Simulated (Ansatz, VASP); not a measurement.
# Two plane-wave programs on Mo

```xyz
4
Lattice="4.2617 0.0000 0.0000 -2.1309 3.6908 0.0000 0.0000 0.0000 4.9280" Properties=species:S:1:pos:R:3 pbc="T T T"
Mo    0.0000    0.0000    1.2320
Mo    0.0000    0.0000    3.6960
Mo    0.0000    2.4605    3.6960
Mo    2.1309    1.2303    1.2320
```

Alike in both runs: functional PBE; k mesh 12 × 12 × 10; occupations gaussian, width 0.1 eV; no spin polarisation.

Ansatz relaxed the structure, and its values are those at the end. VASP's run is a single point on that final structure, the one shown.

|  | VASP | Ansatz |
| --- | --- | --- |
| version | VASP 6.6.1 | Ansatz 0.2.0 |
| potentials or method | VASP PAW PBE potentials, release 64 (Mo_sv), cutoff 520 eV | scalar-relativistic, plane waves, PAW |
| valence electrons in the cell | 56 | 56 |

|  | VASP | Ansatz | Ansatz less VASP |
| --- | --- | --- | --- |
| gap on the k mesh at the Fermi level (eV) | none | none | - |
| pressure (GPa) | 0.5 | 0.0 | -0.53 |

A gap of «none» marks a metal or a gap that the smearing closes.
